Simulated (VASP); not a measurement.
Here is a VASP 6.6.1 calculation.

File POSCAR:

```
HCl
1.0
   -0.5932550136      2.4753054015      2.4753054015
    2.4753054015     -0.5932550136      2.4753054015
    2.4753054015      2.4753054015     -0.5932550136
H Cl
1 1
Direct
    0.0000000000      0.0000000000      0.0000000000
    0.5000000000      0.5000000000      0.5000000000
```

Contents of INCAR.step1:

```
PREC = Accurate
ENCUT = 520
ISMEAR = 0
SIGMA = 0.15
LREAL = F
LASPH = T
NELM = 100
NBANDS = 11
GGA = PE
ALGO = Normal
EDIFF = 1E-4
LWAVE = T
LCHARG = F
```

File INCAR.step2:

```
PREC = Accurate
ENCUT = 520
EDIFF = 1E-7
ISMEAR = 0
SIGMA = 0.15
LREAL = F
LASPH = T
NELM = 100
ALGO = Normal
ISIF = 2
LWAVE = F
LCHARG = F
METAGGA = R2SCAN
LMIXTAU = T
NBANDS = 11
ISTART = 1
```

File KPOINTS:

```
regular mesh
0
Gamma
  16 16 16
```

Potentials or basis: VASP PAW PBE potentials, release 64 (H, Cl).

Run with:

```sh
$ cat potpaw_PBE.64/H/POTCAR potpaw_PBE.64/Cl/POTCAR > POTCAR
$ cp INCAR.step1 INCAR
$ mpirun -np 1 vasp_std > vasp.out
$ cp INCAR.step2 INCAR
$ mpirun -np 1 vasp_std > vasp.out
```

(1) Estimate the pressure.

(2) What does it give for the band gap on the k mesh?

Answers

(1) -8.9 GPa.

(2) zero (band 4 reaches -2.20 eV, above the bottom of band 5 at -2.46 eV).

Caveat: the PAW data sets were made with another functional, which shifts forces and pressure a little.
